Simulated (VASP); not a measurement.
Wanted: the native input for a VASP 6.6.1 run.

```
Task                   : single point
Functional             : LDA
Potentials or basis    : VASP PAW LDA potentials, release 64 (Ta_sv_GW)
Cutoff                 : 500 eV
k mesh                 : 11 × 11 × 11
Occupations            : fermi-dirac, width 0.05 eV
Spin                   : no spin polarisation
Dipole correction      : no
Further INCAR settings : ALGO = Normal; EDIFF = 1e-06; NBANDS = 12
```

The structure of Ta lies in POSCAR:

```
Ta
1.0
   -1.6060164770      1.6060164770      1.6060164770
    1.6060164770     -1.6060164770      1.6060164770
    1.6060164770      1.6060164770     -1.6060164770
Ta
1
Direct
    0.0000000000      0.0000000000      0.0000000000
```

These files were run (other wordings do the same):

INCAR

```
SYSTEM = Ta
  PREC = Accurate
  ENCUT = 500
  EDIFF = 1E-6
  ISMEAR = -1
  SIGMA = 0.05
  LREAL = .False.
  LASPH = .True.
  NELM = 120
  ALGO = Normal
  ISIF = 2
  LWAVE = .False.
  LCHARG = .False.
  GGA = CA
  NBANDS = 12
  GGA_COMPAT = .False.
```

KPOINTS

```
Automatic mesh
0
Gamma
  11 11 11
  0 0 0
```

Potentials or basis: VASP PAW LDA potentials, release 64 (Ta_sv_GW).

Run with:

```console
$ cat potpaw_LDA.64/Ta_sv_GW/POTCAR > POTCAR
$ mpirun -np 1 vasp_std > vasp.out
```

It gave:

```json
{
  "Pressure": "8.6 GPa",
  "Band gap on the k mesh": "zero (an odd number of electrons rules out a gap without spin polarisation)"
}
```

Caveat: the cell stands under pressure; spin-orbit coupling is left out, which moves the levels of the heavy elements.

It took 6.7 s on 1 thread of Intel(R) Xeon(R) Platinum 8375C CPU @ 2.90GHz (Ice Lake), with other jobs on the host, peak memory 0.13 GiB.
